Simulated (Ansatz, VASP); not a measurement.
## GaP in VASP and in Ansatz

POSCAR

```
GaP
1.0
    0.0000000000      2.7252500000      2.5072300000
    2.7252500000      0.0000000000      2.5072300000
    2.7252500000      2.7252500000      0.0000000000
Ga P
1 1
Direct
    0.0000000000      0.0000000000      0.0000000000
    0.7500000000      0.7500000000      0.7500000000
```

File INCAR.step1:

```
SYSTEM = GaP
PREC = Accurate
ENCUT = 520
ISMEAR = 0
SIGMA = 0.05
LREAL = .FALSE.
LASPH = .TRUE.
NELM = 60
NBANDS = 16
GGA = PE
ALGO = Normal
EDIFF = 1E-4
LWAVE = .TRUE.
LCHARG = .FALSE.
```

Contents of INCAR.step2:

```
SYSTEM = GaP
PREC = Accurate
ENCUT = 520
EDIFF = 1E-6
ISMEAR = 0
SIGMA = 0.05
LREAL = .FALSE.
LASPH = .TRUE.
NELM = 60
ALGO = Normal
ISIF = 2
LWAVE = .FALSE.
LCHARG = .TRUE.
METAGGA = R2SCAN
LMIXTAU = .TRUE.
LELF = .TRUE.
LVHAR = .TRUE.
NBANDS = 16
ISTART = 1
```

Contents of KPOINTS:

```
Automatic mesh
0
G
  8 8 8
  0 0 0
```

Input for Ansatz:

```yaml
crystal:
  lattice:
    - [0.0, 2.72525, 2.50723]
    - [2.72525, 0.0, 2.50723]
    - [2.72525, 2.72525, 0.0]
  atoms:
    - { symbol: Ga, position: [0.0, 0.0, 0.0] }
    - { symbol: P, position: [0.75, 0.75, 0.75] }
basis:
  ecutwfc: 500
kpoints:
  mp_grid: { grid: [8, 8, 8] }
hamiltonian:
  xc: r2scan
scf:
  occupations: { method: gaussian, width: 0.05 }
output:
  forces: true
  stress: true
  eigenvalues: true
```

Change from the starting cell: strain +0.000 along x and y, -0.080 along z, atoms carried along.

Alike in both runs: task single point; functional r2SCAN; k mesh 8 × 8 × 8; occupations gaussian, width 0.05 eV; no spin polarisation.

|  | VASP | Ansatz |
| --- | --- | --- |
| version | VASP 6.6.1 | Ansatz 0.2.0 |
| potentials or method | VASP PAW PBE potentials, release 64 (Ga_d, P), cutoff 520 eV | scalar-relativistic, plane waves, PAW |
| valence electrons in the cell | 18 | 18 |

```tsv
	VASP	Ansatz	Ansatz less VASP
gap on the k mesh at the Fermi level (eV)	0.91	0.91	-0.006
least direct gap on the mesh (eV)	2.74	2.77	+0.025
pressure (GPa)	8.6	8.6	+0.03
traceless stress, the component that is largest in VASP (GPa)	3.82	3.81	-0.012
```

VASP's potentials were made for PBE, not for r2SCAN.
